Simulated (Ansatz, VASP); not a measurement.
## W: VASP beside Ansatz

```xyz
3
Lattice="4.7622 0.0000 0.0000 -2.3811 4.1242 0.0000 0.0000 0.0000 2.6505" Properties=species:S:1:pos:R:3 pbc="T T T"
W     2.3811    4.1242    0.0000
W     0.0000    2.7495    1.3252
W     2.3811    1.3747    1.3252
```

Alike in both runs: task single point; functional PBEsol; k mesh 9 × 9 × 14; occupations fermi-dirac, width 0.1 eV; no spin polarisation.

```csv
,VASP,Ansatz
version,VASP 6.6.1,Ansatz 0.2.0
potentials or method,"VASP PAW PBE potentials, release 64 (W_sv), cutoff 520 eV","plane waves (420 eV) with PAW, scalar-relativistic"
valence electrons in the cell,42,42
```

```tsv
	VASP	Ansatz	Ansatz less VASP
pressure (GPa)	-18.8	-19.2	-0.40
traceless stress, the component that is largest in VASP (GPa)	-2.02	-2.29	-0.271
```

VASP's potentials were made for PBE, not for PBEsol, and Ansatz warns of the same on its side. The functional is the same, so the differences come from potentials, cutoffs and numerics.

Neither program's run includes spin-orbit coupling.
